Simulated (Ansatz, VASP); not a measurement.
# One calculation of Os, two programs

INCAR

```
  PREC = Accurate
  ENCUT = 520
  EDIFF = 1E-6
  ISMEAR = 0
  SIGMA = 0.15
  LREAL = F
  LASPH = T
  NELM = 60
  ALGO = Fast
  ISIF = 2
  LWAVE = F
  LCHARG = F
  GGA = PS
  NBANDS = 15
```

The input KPOINTS:

```
regular mesh
0
Gamma
  21 21 12
```

File POSCAR:

```
Os
1.0
    2.7340999755      0.0000000000      0.0000000000
   -1.3670499878      2.3796390354      0.0000000000
    0.0000000000      0.0000000000      4.3197000000
Os
2
Direct
    0.3333333333      0.6666666667      0.2500000000
    0.6666666667      0.3333333333      0.7500000000
```

Input for Ansatz:

```yaml
crystal:
  lattice:
    - [2.7340999755, 0.0, 0.0]
    - [-1.3670499878, 2.3796390354, 0.0]
    - [0.0, 0.0, 4.3197]
  atoms:
    - { symbol: Os, position: [0.3333333333, 0.6666666667, 0.25] }
    - { symbol: Os, position: [0.6666666667, 0.3333333333, 0.75] }
basis:
  ecutwfc: 420
kpoints:
  mp_grid: { grid: [21, 21, 12] }
hamiltonian:
  xc: pbesol
scf:
  occupations: { method: gaussian, width: 0.15 }
output:
  forces: true
  stress: true
  eigenvalues: true
```

Change from the starting cell: strain +0.0050 x Voigt [0, 1, 0, 0, 0, 0], atoms carried along.

Alike in both runs: task single point; functional PBEsol; k mesh 21 × 21 × 12; occupations gaussian, width 0.15 eV; no spin polarisation.

```csv
,VASP,Ansatz
version,VASP 6.6.1,Ansatz 0.2.0
potentials or method,"VASP PAW PBE potentials, release 64 (Os), cutoff 520 eV","scalar-relativistic, plane waves, PAW"
valence electrons in the cell,16,32
```

Ansatz gave:

* gap on the k mesh at the Fermi level (eV): none
* pressure (GPa): -4.8
* traceless stress, the component that is largest in VASP (GPa): -1.60
* rms of the force components (eV/Å): 0.007

Problem. Which values does VASP return?

Solution. gap on the k mesh at the Fermi level (eV): none; pressure (GPa): -4.5; traceless stress, the component that is largest in VASP (GPa): -1.57; rms of the force components (eV/Å): 0.007.

VASP's potentials were made for PBE, not for PBEsol. Atom by atom the forces differ by 0.000 eV/Å (rms over components). A gap of «none» marks a metal or a gap that the smearing closes. The functional is the same, so the differences come from potentials, cutoffs and numerics. VASP's potentials hold 16 valence electrons a cell and Ansatz's 32, so a difference there can come from the potentials and not from the codes.

Neither program's run includes spin-orbit coupling.
